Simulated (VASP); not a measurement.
O: single point with PBE

O:

```xyz
2
Lattice="0.0000 1.8899 3.8988 1.5018 0.0000 3.8988 1.5018 1.8899 0.0000" Properties=species:S:1:pos:R:3 pbc="T T T"
O     1.5018    1.8899    4.5141
O     1.5018    1.8899    3.2836
```

| Quantity | Value |
| --- | --- |
| Program | VASP 6.6.1 |
| Task | single point |
| Functional | PBE |
| Potentials or basis | VASP PAW PBE potentials, release 64 (O) |
| Cutoff | 520 eV |
| k mesh | 12 × 12 × 12 |
| Occupations | fermi-dirac, width 0.05 eV |
| Spin | no spin polarisation |

| Quantity | Value |
| --- | --- |
| Pressure | 0.8 GPa |
| Largest force | 0.122 eV/Å |
| Band gap on the k mesh | zero (bands 6 and 7 overlap by 1.95 eV) |

Forces in eV/Å, atoms in the order of the input:
```
O    0.000  0.000 -0.122
O    0.000  0.000  0.122
```

Stress tensor (GPa, compression positive):
```
 2.21  0.00  0.00
 0.00 -0.60  0.00
 0.00  0.00  0.75
```

Levels at points of the mesh, in eV from the Fermi level:
```csv
k point,band 2,band 3,band 4,band 5,band 6,band 7,band 8,band 9,band 10,band 11
"(0.00, 0.00, 0.00)",-14.71,-8.51,-5.03,-4.56,1.15,1.56,10.12,10.16,12.71,18.56
"(0.50, 0.00, 0.00)",-13.87,-8.88,-6.99,-4.68,-1.85,1.51,9.18,15.02,15.20,17.29
"(0.50, 0.50, 0.00)",-15.26,-7.30,-5.08,-4.58,1.28,1.63,6.30,10.89,13.70,20.41
"(0.50, 0.00, 0.50)",-12.99,-8.55,-7.06,-6.56,-1.31,-0.53,10.39,11.98,15.55,18.55
"(0.00, 0.50, 0.50)",-13.16,-8.41,-7.15,-6.20,-1.74,-0.26,9.63,11.93,17.39,17.71
```

It took 25 s on 1 thread of Intel(R) Xeon(R) 6975P-C (Granite Rapids) (shared host), peak memory 0.18 GiB.

Caveat: the standard files for N, O and F lose accuracy on very short bonds; spin is off for a triplet molecule; this functional lacks dispersion, which holds the molecules together, so the pressure and a relaxed volume are unreliable.
